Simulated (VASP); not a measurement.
# SrO (Fm-3m) in VASP: notebook

SrO is run at these levels: r2SCAN, PBE0, PBE; tasks: single point.

Program: VASP 6.6.1. These are calculated values, not measurements. Logs are shortened: lines on timing, memory, paths and dates and some standing lists are left out, and cuts for length are marked.

**1. The cell of the first run**

Symmetry: Fm-3m, No. 225, cubic system. The conventional cell has a = 5.133 Å, b = 5.133 Å, c = 5.133 Å, α = 90.00°, β = 90.00°, γ = 90.00°. Within 3.4 Å of Sr (site symmetry m-3m) lie 6 O at 2.57 Å. O (site symmetry m-3m) has 6 Sr at 2.57 Å within 3.4 Å.

**2. Single point, r2SCAN**

Input file POSCAR:

```
SrO
1.0
    0.0000000000      2.5663000000      2.5663000000
    2.5663000000      0.0000000000      2.5663000000
    2.5663000000      2.5663000000      0.0000000000
Sr O
1 1
Direct
    0.5000000000      0.5000000000      0.5000000000
    0.0000000000      0.0000000000      0.0000000000
```

Input file INCAR.step1:

```
ALGO = Normal
EDIFF = 1E-4
ENCUT = 520
GGA = PE
ISMEAR = 0
LASPH = T
LCHARG = F
LREAL = F
LWAVE = T
NBANDS = 15
NELM = 60
PREC = Accurate
SIGMA = 0.01
```

Input file INCAR.step2:

```
ALGO = Normal
EDIFF = 1E-7
ENCUT = 520
ISIF = 2
ISMEAR = 0
ISTART = 1
LASPH = T
LCHARG = F
LMIXTAU = T
LREAL = F
LWAVE = F
METAGGA = R2SCAN
NBANDS = 15
NELM = 60
PREC = Accurate
SIGMA = 0.01
```

Input file KPOINTS:

```
k-points
0
Gamma
  4 4 4
```

Potentials or basis: VASP PAW PBE potentials, release 64 (Sr_sv, O).

Run with:

```sh
$ cat potpaw_PBE.64/Sr_sv/POTCAR potpaw_PBE.64/O/POTCAR > POTCAR
$ cp INCAR.step1 INCAR
$ mpirun -np 1 vasp_std > vasp.out
$ cp INCAR.step2 INCAR
$ mpirun -np 1 vasp_std > vasp.out
```

OUTCAR:

```text
EDIFF = 1E-7
   ENCUT = 520
   ISIF = 2
   ISMEAR = 0
   ISTART = 1
   LASPH = T
   LREAL = F
   METAGGA = R2SCAN
   NELM = 60
   PREC = Accurate

 ion  position               nearest neighbor table
   1  0.500  0.500  0.500-   2 2.57   2 2.57   2 2.57   2 2.57   2 2.57   2 2.57
   2  0.000  0.000  0.000-   1 2.57   1 2.57   1 2.57   1 2.57   1 2.57   1 2.57

  LATTYP: Found a face centered cubic cell.
 ALAT       =     5.1326000000

  Lattice vectors:

 A1 = (   0.0000000000,   2.5663000000,   2.5663000000)
 A2 = (   2.5663000000,   0.0000000000,   2.5663000000)
 A3 = (   2.5663000000,   2.5663000000,   0.0000000000)

Analysis of symmetry for initial positions (statically):
=====================================================================
 Subroutine PRICEL returns:
 Original cell was already a primitive cell.

 Routine SETGRP: Setting up the symmetry group for a
 face centered cubic supercell.

 Subroutine GETGRP returns: Found 48 space group operations
 (whereof 48 operations were pure point group operations)
 out of a pool of 48 trial point group operations.

The static configuration has the point symmetry O_h .

Analysis of symmetry for dynamics (positions and initial velocities):
=====================================================================
 Subroutine PRICEL returns:
 Original cell was already a primitive cell.

 Routine SETGRP: Setting up the symmetry group for a
 face centered cubic supercell.

 Subroutine GETGRP returns: Found 48 space group operations
 (whereof 48 operations were pure point group operations)
 out of a pool of 48 trial point group operations.

The dynamic configuration has the point symmetry O_h .

 Subroutine INISYM returns: Found 48 space group operations
 (whereof 48 operations are pure point group operations),
 and found     1 'primitive' translations

----------------------------------------------------------------------------------------

                                     Primitive cell

  volume of cell :      33.8028

  direct lattice vectors                    reciprocal lattice vectors
     0.000000000  2.566300000  2.566300000    -0.194833028  0.194833028  0.194833028
     2.566300000  0.000000000  2.566300000     0.194833028 -0.194833028  0.194833028
     2.566300000  2.566300000  0.000000000     0.194833028  0.194833028 -0.194833028

  length of vectors
     3.629296265  3.629296265  3.629296265     0.337460704  0.337460704  0.337460704

  position of ions in fractional coordinates (direct lattice)
     0.500000000  0.500000000  0.500000000
     0.000000000  0.000000000  0.000000000

  ion indices of the primitive-cell ions
   primitive index   ion index
                 1           1
                 2           2

----------------------------------------------------------------------------------------

 KPOINTS: k-points

Automatic generation of k-mesh.
 Grid dimensions read from file:
 generate k-points for:    4    4    4

 Generating k-lattice:

  Cartesian coordinates                     Fractional coordinates (reciprocal lattice)
    -0.048708257  0.048708257  0.048708257     0.250000000  0.000000000  0.000000000
     0.048708257 -0.048708257  0.048708257     0.000000000  0.250000000  0.000000000
     0.048708257  0.048708257 -0.048708257     0.000000000  0.000000000  0.250000000

  Length of vectors
     0.084365176  0.084365176  0.084365176

  Shift w.r.t. Gamma in fractional coordinates (k-lattice)
     0.000000000  0.000000000  0.000000000

 Subroutine IBZKPT returns following result:
 ===========================================

 Found      8 irreducible k-points:

 Following reciprocal coordinates:
            Coordinates               Weight
  0.000000  0.000000  0.000000      1.000000
  0.250000  0.000000  0.000000      8.000000
  0.500000  0.000000  0.000000      4.000000
  0.250000  0.250000  0.000000      6.000000
  0.500000  0.250000  0.000000     24.000000
 -0.250000  0.250000  0.000000     12.000000
  0.500000  0.500000  0.000000      3.000000
 -0.250000  0.500000  0.250000      6.000000
   k-points           NKPTS =      8   k-points in BZ     NKDIM =      8   number of bands    NBANDS=     15
   number of dos      NEDOS =    301   number of ions     NIONS =      2
   total plane-waves  NPLWV =  21952
   dimension x,y,z NGX =    28 NGY =   28 NGZ =   28
   dimension x,y,z NGXF=    56 NGYF=   56 NGZF=   56
   ions per type =               1   1
   NGX,Y,Z   is equivalent  to a cutoff of  12.83, 12.83, 12.83 a.u.
   NGXF,Y,Z  is equivalent  to a cutoff of  25.65, 25.65, 25.65 a.u.
 SYSTEM =  unknown system
   PREC   = accura    normal or accurate (medium, high low for compatibility)
   ISTART =      1    job   : 0-new  1-cont  2-samecut
   ICHARG =      0    charge: 1-file 2-atom 10-const
   ISPIN  =      1    spin polarized calculation?
   LNONCOLLINEAR =      F non collinear calculations
   LSORBIT =      F    spin-orbit coupling
   LASPH  =      T    aspherical Exc in radial PAW
   ENCUT  =  520.0 eV  38.22 Ry    6.18 a.u.   6.75  6.75  6.75*2*pi/ulx,y,z
   NELM   =     60;   NELMIN=  2; NELMDL=  0     # of ELM steps
   EDIFF  = 0.1E-06   stopping-criterion for ELM
   LREAL  =      F    real-space projection
   EDIFFG = 0.1E-05   stopping-criterion for IOM
   NSW    =      0    number of steps for IOM
   IBRION =     -1    ionic relax: 0-MD 1-quasi-New 2-CG
   NFREE  =      0    steps in history (QN), initial steepest desc. (CG)
   ISIF   =      2    stress and relaxation
   ISYM   =      2    0-nonsym 1-usesym 2-fastsym
   POTIM  = 0.5000    time-step for ionic-motion
   TEBEG  =    0.0;   TEEND  =   0.0 temperature during run
   PSTRESS=    0.0 pullay stress
   NELECT =      16.0000    total number of electrons
   NUPDOWN=      -1.0000    fix difference up-down
   EMIN   =  10.00;   EMAX   =-10.00  energy-range for DOS
   EFERMI =   0.00;   METHOD = LEGACY
   ISMEAR =     0;   SIGMA  =   0.01  broadening in eV -4-tet -1-fermi 0-gaus
   EFERMI_NEDOS =   21; number of points for ismear=-14 and -15
   IALGO  =     38    algorithm
   IMIX   =      4    mixing-type and parameters
     AMIX     =   0.40;   BMIX     =  1.00
     AMIX_MAG =   1.60;   BMIX_MAG =  1.00
  volume/ion in A,a.u.               =      16.90       114.06
  Fermi-wavevector in a.u.,A,eV,Ry     =   1.275843  2.410995 22.147245  1.627777
  Thomas-Fermi vector in A             =   2.408533
   LORBIT       =      0    0 simple, 1 ext, 2 COOP (PROOUT), +10 PAW based schemes
   METAGGA = R2SCAN    functional components
   LHFCALC =     F    Hartree Fock is set to
   AEXX    =    0.0000 exact exchange contribution
   IVDW    =     0    specifies the selected vdW correction
   LEPSILON=     F    determine dielectric tensor
   LRPA    =     F    only Hartree local field effects (RPA)
 non-spin polarized calculation
 Gauss-broadening in eV      SIGMA  =   0.01
  energy-cutoff  :      520.00
  volume of cell :       33.80
 maximum number of plane-waves:       941
 NGX is ok and might be reduce to    28
   NGX = 13   NGY = 13   NGZ = 13

 number of electron      15.9999996 magnetization

 Free energy of the ion-electron system (eV)
  ---------------------------------------------------
  ext. energy  EPLUGINS =         0.00000000
  ---------------------------------------------------
  free energy    TOTEN  =       -27.04809744 eV

  energy without entropy =      -27.04809744  energy(sigma->0) =      -27.04809744

 E-fermi :   1.5522     XC(G=0): -10.6138

 val. band max:        1.3723898026   @ k =   0.0000   0.0000   0.0000
 cond. band min:       5.1070426378   @ k =   0.5000   0.5000   0.0000
 fundamental gap:      3.7346528352
 Fermi energy:         1.5522450833

 k-point     1 :       0.0000    0.0000    0.0000
  band No.  band energies     occupation
      1     -32.0852      2.00000
      2     -14.6622      2.00000
      3     -13.1025      2.00000
      4     -13.1025      2.00000
      5     -13.1025      2.00000
      6       1.3724      2.00000
      7       1.3724      2.00000
      8       1.3724      2.00000
      9       6.0695      0.00000
     10       8.1575      0.00000
     11       8.1575      0.00000
     12       8.1575      0.00000
     13      10.4912      0.00000
     14      10.4912      0.00000
     15      14.6955      0.00000

 k-point     2 :       0.2500    0.0000    0.0000
  band No.  band energies     occupation
      1     -32.0143      2.00000
      2     -15.4738      2.00000
      3     -13.1417      2.00000
      4     -13.1417      2.00000
      5     -12.4630      2.00000
      6       0.1366      2.00000
      7       0.7508      2.00000
      8       0.7508      2.00000
      9       7.9244      0.00000
     10       8.3017      0.00000
     11       9.3251      0.00000
     12       9.3251      0.00000
     13      11.9564      0.00000
     14      11.9564      0.00000
     15      17.7791      0.00000

 k-point     3 :       0.5000    0.0000    0.0000
  band No.  band energies     occupation
      1     -31.9419      2.00000
      2     -16.0339      2.00000
      3     -13.1800      2.00000
      4     -13.1800      2.00000
      5     -12.0762      2.00000
      6      -0.7565      2.00000
      7       0.2314      2.00000
      8       0.2314      2.00000
      9       8.5064      0.00000
     10      10.4940      0.00000
     11      10.8837      0.00000
     12      10.8837      0.00000
     13      14.1035      0.00000
     14      14.1035      0.00000
     15      17.2569      0.00000

 k-point     4 :       0.2500    0.2500    0.0000
  band No.  band energies     occupation
      1     -31.9924      2.00000
      2     -15.2814      2.00000
      3     -13.2877      2.00000
      4     -13.2877      2.00000
      5     -12.7132      2.00000
      6       0.0430      2.00000
      7       1.2323      2.00000
      8       1.2323      2.00000
      9       6.2611      0.00000
     10       8.0843      0.00000
     11      10.4995      0.00000
     12      10.4995      0.00000
     13      11.2920      0.00000
     14      12.6101      0.00000
     15      18.9903      0.00000

 k-point     5 :       0.5000    0.2500    0.0000
  band No.  band energies     occupation
      1     -31.9218      2.00000
      2     -15.5445      2.00000
      3     -13.5504      2.00000
      4     -13.3279      2.00000
      5     -12.6686      2.00000
      6       0.1811      2.00000
      7       0.6299      2.00000
      8       0.7509      2.00000
      9       6.8989      0.00000
     10       9.6556      0.00000
     11      11.2576      0.00000
     12      11.7306      0.00000
     13      13.2371      0.00000
     14      14.5256      0.00000
     15      16.2230      0.00000

 k-point     6 :      -0.2500    0.2500    0.0000
  band No.  band energies     occupation
      1     -31.9441      2.00000
      2     -15.6832      2.00000
      3     -13.5351      2.00000
      4     -13.1835      2.00000
      5     -12.3402      2.00000
      6      -0.2902      2.00000
      7       0.3379      2.00000
      8       0.9530      2.00000
      9       8.0981      0.00000
     10       8.9449      0.00000
     11      10.2637      0.00000
     12      10.8227      0.00000
     13      13.4808      0.00000
     14      14.2504      0.00000
     15      16.7584      0.00000

 k-point     7 :       0.5000    0.5000    0.0000
  band No.  band energies     occupation
      1     -31.9013      2.00000
      2     -14.6569      2.00000
      3     -14.0593      2.00000
      4     -13.4692      2.00000
      5     -13.4692      2.00000
      6       0.9530      2.00000
      7       1.2906      2.00000
      8       1.2906      2.00000
      9       5.1070      0.00000
     10       9.9318      0.00000
     11      12.3251      0.00000
     12      12.5377      0.00000
     13      13.1224      0.00000
     14      13.1224      0.00000
     15      16.2324      0.00000

 k-point     8 :      -0.2500    0.5000    0.2500
  band No.  band energies     occupation
      1     -31.8994      2.00000
      2     -15.2380      2.00000
      3     -13.7728      2.00000
      4     -13.7728      2.00000
      5     -12.6380      2.00000
      6       0.2511      2.00000
      7       0.9493      2.00000
      8       0.9493      2.00000
      9       7.9401      0.00000
     10       7.9401      0.00000
     11      10.7347      0.00000
     12      13.1395      0.00000
     13      13.5362      0.00000
     14      15.3301      0.00000
     15      16.9685      0.00000

------------------------ aborting loop because EDIFF is reached ----------------------------------------

  FORCE on cell =-STRESS in cart. coord.  units (eV):
  Direction    XX          YY          ZZ          XY          YZ          ZX
  --------------------------------------------------------------------------------------
  -------------------------------------------------------------------------------------
  Total        0.4486987      0.4486987      0.4486987     -0.0000000      0.0000000     -0.0000000
  in kB       21.2673353     21.2673353     21.2673353     -0.0000000      0.0000000     -0.0000000
  external PRESSURE =      21.2673353 kB  Pullay stress =       0.0000000 kB

 VOLUME and BASIS-vectors are now :
 -----------------------------------------------------------------------------
  energy-cutoff  :      520.00
  volume of cell :       33.80
      direct lattice vectors                 reciprocal lattice vectors
     0.000000000  2.566300000  2.566300000    -0.194833028  0.194833028  0.194833028
     2.566300000  0.000000000  2.566300000     0.194833028 -0.194833028  0.194833028
     2.566300000  2.566300000  0.000000000     0.194833028  0.194833028 -0.194833028

 POSITION                                       TOTAL-FORCE (eV/Angst)
 -----------------------------------------------------------------------------------
      2.56630      2.56630      2.56630         0.000000      0.000000     -0.000000
      0.00000      0.00000      0.00000        -0.000000      0.000000      0.000000
 -----------------------------------------------------------------------------------
    total drift:                                0.000000      0.000000      0.000000

  FREE ENERGIE OF THE ION-ELECTRON SYSTEM (eV)
  ---------------------------------------------------
  free  energy   TOTEN  =       -27.0480974433 eV

  energy  without entropy=      -27.0480974433  energy(sigma->0) =      -27.04809744
```

Run time: 45 s. Hardware: 1 thread of AMD EPYC 7R43 (Zen 3), shared host; peak memory 0.12 GiB.

Results:

| Item | Value |
| --- | --- |
| Free energy | -27.0481 eV |
| Pressure | 2.1 GPa |
| Band gap on the k mesh | 3.73 eV, indirect (least direct gap 3.82 eV) |

Levels at points of the mesh, in eV from the valence-band top:
```
           k point  band 4  band 5  band 6  band 7  band 8  band 9  band 10  band 11  band 12  band 13
(0.00, 0.00, 0.00)  -14.47  -14.47    0.00    0.00    0.00    4.70     6.79     6.79     6.79     9.12
(0.50, 0.00, 0.00)  -14.55  -13.45   -2.13   -1.14   -1.14    7.13     9.12     9.51     9.51    12.73
(0.50, 0.50, 0.00)  -14.84  -14.84   -0.42   -0.08   -0.08    3.73     8.56    10.95    11.17    11.75
```

Caveat: the k points lie up to 0.53 Å⁻¹ apart; the PAW data sets were made with another functional, which shifts forces and pressure a little.

**3. Single point, PBE0**

POSCAR is that of step 2.

Input file INCAR.step1:

```
ALGO = Normal ; EDIFF = 1E-5
ENCUT = 520 ; GGA = PE
ISIF = 2 ; ISMEAR = 0
LASPH = True ; LCHARG = False
LREAL = False ; LWAVE = True
NBANDS = 15 ; NELM = 100
PREC = Accurate ; SIGMA = 0.01
```

Input file INCAR.step2:

```
AEXX = 0.25 ; ALGO = Normal
EDIFF = 1E-6 ; ENCUT = 520
GGA = PE ; ISIF = 2
ISMEAR = 0 ; ISTART = 1
LASPH = True ; LCHARG = False
LHFCALC = True ; LREAL = False
LWAVE = False ; NBANDS = 15
NELM = 100 ; PREC = Accurate
PRECFOCK = Normal ; SIGMA = 0.01
```

KPOINTS is that of step 2.

Potentials or basis: VASP PAW PBE potentials, release 64 (Sr_sv, O).

Run with:

```sh
$ cat potpaw_PBE.64/Sr_sv/POTCAR potpaw_PBE.64/O/POTCAR > POTCAR
$ cp INCAR.step1 INCAR
$ mpirun -np 1 vasp_std > vasp.out
$ cp INCAR.step2 INCAR
$ mpirun -np 1 vasp_std > vasp.out
```

Run time: 11 min. Hardware: 1 thread of AMD EPYC 7R43 (Zen 3), shared host; peak memory 0.14 GiB.

Results (log left out):

| Property | Result |
| --- | --- |
| Free energy | -14.7850 eV |
| Pressure | 1.6 GPa |
| Band gap on the k mesh | 5.50 eV, indirect (least direct gap 5.60 eV) |

Levels at points of the mesh, in eV from the valence-band top:
```
           k point  band 4  band 5  band 6  band 7  band 8  band 9  band 10  band 11  band 12  band 13
(0.00, 0.00, 0.00)  -14.66  -14.66    0.00    0.00    0.00    6.26     8.67     8.67     8.67    10.94
(0.50, 0.00, 0.00)  -14.74  -13.65   -2.30   -1.22   -1.22    9.06    10.79    11.54    11.54    14.84
(0.50, 0.50, 0.00)  -15.06  -15.06   -0.48   -0.10   -0.10    5.50    10.40    12.89    12.97    13.93
```

Caveat: the k points lie up to 0.53 Å⁻¹ apart; the PAW data sets were made with another functional, which shifts forces and pressure a little.

**4. Single point, PBE**

Input file INCAR:

```
SYSTEM = SrO
PREC     = Accurate       ! precision mode
ENCUT    = 600            ! plane-wave cutoff, eV
EDIFF    = 1E-6           ! SCF threshold, eV
ISMEAR   = 0              ! smearing method
SIGMA    = 0.01           ! smearing width, eV
LREAL    = .FALSE.        ! projectors in reciprocal space
LASPH    = .TRUE.         ! aspherical terms in the spheres
NELM     = 120            ! most SCF steps
ALGO     = Normal         ! electronic algorithm
ISIF     = 2              ! what is computed and relaxed
LWAVE    = .FALSE.        ! write WAVECAR
LCHARG   = .FALSE.        ! write CHGCAR
GGA      = PE             ! functional
NBANDS   = 15             ! bands
GGA_COMPAT= .FALSE.
```

Input file KPOINTS:

```
Automatic mesh
0
G
  4 4 4
  0 0 0
```

POSCAR is that of step 3.

Run with:

```sh
$ cat potpaw_PBE.64/Sr_sv/POTCAR potpaw_PBE.64/O/POTCAR > POTCAR
$ mpirun -np 1 vasp_std > vasp.out
```

Run time: 14 s. Hardware: 1 thread of Intel Xeon 8259CL, shared host; peak memory 0.17 GiB.

It converged, with:

```
Free energy            : -12.0351 eV
Pressure               : 3.9 GPa
Band gap on the k mesh : 3.26 eV, indirect (least direct gap 3.34 eV)
```

Levels at points of the mesh, in eV from the valence-band top:
```csv
k point,band 6,band 7,band 8,band 9,band 10,band 11
"(0.00, 0.00, 0.00)",0.00,0.00,0.00,4.02,6.22,6.22
"(0.50, 0.00, 0.00)",-2.18,-1.15,-1.15,6.57,8.50,8.87
"(0.50, 0.50, 0.00)",-0.42,-0.08,-0.08,3.26,7.84,10.20
```

Caveat: the k points lie up to 0.53 Å⁻¹ apart. A k mesh can miss the band edges.

**5. Summary**

```csv
level,cutoff (eV),grid for exact exchange (PRECFOCK),gap on the mesh (eV),pressure (GPa)
r2SCAN,520,-,3.73,2.1
PBE0,520,Normal,5.50,1.6
PBE,600,-,3.26,3.9
```

Alike in all rows: task single point; potentials or basis VASP PAW PBE potentials, release 64 (Sr_sv, O); no spin polarisation; cell as given; k mesh 4 × 4 × 4; smearing gaussian 0.01 eV.

Caveats: all runs use coarse meshes; the PAW data sets were made with another functional, which shifts forces and pressure a little (some runs).

Absolute energies hang on the potentials; compare differences alone.
